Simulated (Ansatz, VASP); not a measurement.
Two plane-wave programs on Rb4Br

```
Rb Br
1.0
     5.91307    0.00000    0.00000
     0.00000    5.91307    0.00000
     0.00000    0.00000    8.36234
Rb Br
4 1
Direct
  0.50000 0.00000 0.25000
  0.00000 0.50000 0.75000
  0.50000 0.00000 0.75000
  0.00000 0.50000 0.25000
  0.00000 0.00000 0.00000
```

Change from the starting cell: ordered vacancies on the anion sites of antifluorite (P4/mmm, No. 123).

Alike in both runs: task relaxation of cell and atoms; functional PBE; k mesh 6 × 6 × 6; occupations gaussian, width 0.1 eV; no spin polarisation.

|  | VASP | Ansatz |
| --- | --- | --- |
| version | VASP 6.6.1 | Ansatz 0.2.0 |
| potentials or method | VASP PAW PBE potentials, release 64 (Rb_sv, Br), cutoff 600 eV | scalar-relativistic, plane waves, PAW |
| valence electrons in the cell | 43 | 43 |

```csv
,VASP,Ansatz,Ansatz less VASP
"gap on the k mesh at the Fermi level, each at its own relaxed structure (eV)",none,none,-
relaxed volume (Å³/atom),70.03,69.96,-0.068
relaxed length of the cell vector where the two differ most in proportion (Å),8.942,8.920,-0.0215
```

A gap of «none» marks a metal or a gap that the smearing closes.

Noted on VASP's run: the volume moved by over 15 % at a fixed basis, so the end points are rough.
